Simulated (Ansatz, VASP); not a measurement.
**Sr3Br: VASP beside Ansatz**

```
Sr Br
1.0
     6.73059    0.00000    0.00000
     0.00000    6.73059    0.00000
     0.00000    0.00000    4.26802
Sr Br
3 1
Direct
  0.00000 0.50000 0.50000
  0.50000 0.00000 0.50000
  0.50000 0.50000 0.00000
  0.00000 0.00000 0.00000
```

Alike in both runs: functional PBE; k mesh 8 × 8 × 8; occupations gaussian, width 0.1 eV; no spin polarisation.

Ansatz relaxed the structure, and its values are those at the end. VASP's run is a single point on that final structure, the one shown.

|  | VASP | Ansatz |
| --- | --- | --- |
| version | VASP 6.6.1 | Ansatz 0.2.0 |
| potentials or method | VASP PAW PBE potentials, release 64 (Sr_sv, Br), cutoff 520 eV | scalar-relativistic, plane waves, PAW |
| valence electrons in the cell | 37 | 37 |

|  | VASP | Ansatz | Ansatz less VASP |
| --- | --- | --- | --- |
| gap on the k mesh at the Fermi level (eV) | none | none | - |
| pressure (GPa) | 0.0 | 0.0 | -0.01 |

A gap of «none» marks a metal or a gap that the smearing closes. The functional is the same, so the differences come from potentials, cutoffs and numerics.
